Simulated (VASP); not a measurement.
Runs of VASP 6.6.1 on InP. The structure is that of space group F-43m (No. 216), or close to it. The cells are those of the table. 

```csv
level,cell,smearing,gap on the mesh (eV),pressure (GPa)
PBE,"a = 4.153, b = 4.153, c = 4.177 Å, angles 59.8, 59.8, 60.4°, 2 atoms",fermi-dirac 0.02 eV,0.61,2.4
r2SCAN,"a = 4.063 Å, angles 60.0°, 2 atoms",gaussian 0.01 eV,1.52,6.7
PBE,"a = 4.063 Å, angles 60.0°, 2 atoms",fermi-dirac 0.02 eV,(a),8.3
r2SCAN,"a = 4.153, b = 4.153, c = 4.177 Å, angles 59.8, 59.8, 60.4°, 2 atoms",gaussian 0.01 eV,(b),0.7
```

Alike in all rows: task single point; potentials or basis VASP PAW PBE potentials, release 64 (In_d, P); no spin polarisation; k mesh 8 × 8 × 8; cutoff (eV) 520.

Problem. Fill in the values left out.

Solution. (a) 1.03; (b) 1.06.

Caveats: spin-orbit coupling is left out, which moves the levels of the heavy elements; the PAW data sets were made with another functional, which shifts forces and pressure a little (some runs).

A k mesh can miss the band edges, and the runs leave out spin-orbit coupling on In.
